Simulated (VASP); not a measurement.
Input of a VASP 6.6.1 run:

POSCAR

```
PbS
1.0
    2.1540969647      1.2436684624      3.5196180723
   -2.1540969647      1.2436684624      3.5196180723
    0.0000000000     -2.4873369248      3.5196180723
Pb S
1 1
Direct
    0.9805657800      0.9805657800      0.9805657800
    0.4750355500      0.4750355500      0.4750355500
```

Contents of INCAR.step1:

```
SYSTEM = PbS
PREC     = Accurate       ! precision mode
ENCUT    = 520            ! plane-wave cutoff, eV
EDIFF    = 1E-5           ! SCF threshold, eV
ISMEAR   = -1             ! smearing method
SIGMA    = 0.05           ! smearing width, eV
LREAL    = .FALSE.        ! projectors in reciprocal space
LASPH    = .TRUE.         ! aspherical terms in the spheres
NELM     = 60             ! most SCF steps
ALGO     = Normal         ! electronic algorithm
ISIF     = 2              ! what is computed and relaxed
LWAVE    = .TRUE.         ! write WAVECAR
LCHARG   = .FALSE.        ! write CHGCAR
GGA      = PE             ! functional
NBANDS   = 17             ! bands
```

Contents of INCAR.step2:

```
SYSTEM = PbS
PREC     = Accurate       ! precision mode
ENCUT    = 520            ! plane-wave cutoff, eV
EDIFF    = 1E-6           ! SCF threshold, eV
ISMEAR   = -1             ! smearing method
SIGMA    = 0.05           ! smearing width, eV
LREAL    = .FALSE.        ! projectors in reciprocal space
LASPH    = .TRUE.         ! aspherical terms in the spheres
NELM     = 60             ! most SCF steps
ALGO     = Normal         ! electronic algorithm
ISIF     = 2              ! what is computed and relaxed
LWAVE    = .FALSE.        ! write WAVECAR
LCHARG   = .FALSE.        ! write CHGCAR
GGA      = PE             ! functional
LHFCALC  = .TRUE.         ! exact exchange
AEXX     = 0.25           ! exact-exchange fraction
PRECFOCK = Normal       
ISTART   = 1            
NBANDS   = 17             ! bands
```

File KPOINTS:

```
Automatic mesh
0
G
  4 4 4
  0 0 0
```

Potentials or basis: VASP PAW PBE potentials, release 64 (Pb_d, S).

The run is started by

```bash
$ cat potpaw_PBE.64/Pb_d/POTCAR potpaw_PBE.64/S/POTCAR > POTCAR
$ cp INCAR.step1 INCAR
$ mpirun -np 1 vasp_std > vasp.out
$ cp INCAR.step2 INCAR
$ mpirun -np 1 vasp_std > vasp.out
```

Predict the pressure.

-3.3 GPa.

What does it give for the band gap on the k mesh?

1.79 eV, direct.

What does it give for the largest force?

0.048 eV/Å.

Forces in eV/Å, atoms in the order of the input:
```
Pb   0.000  0.000  0.048
S    0.000  0.000 -0.048
```

Caveat: the k points lie up to 0.45 Å⁻¹ apart; the PAW data sets were made with another functional, which shifts forces and pressure a little; spin-orbit coupling is left out, which moves the levels of the heavy elements. A k mesh can miss the band edges.
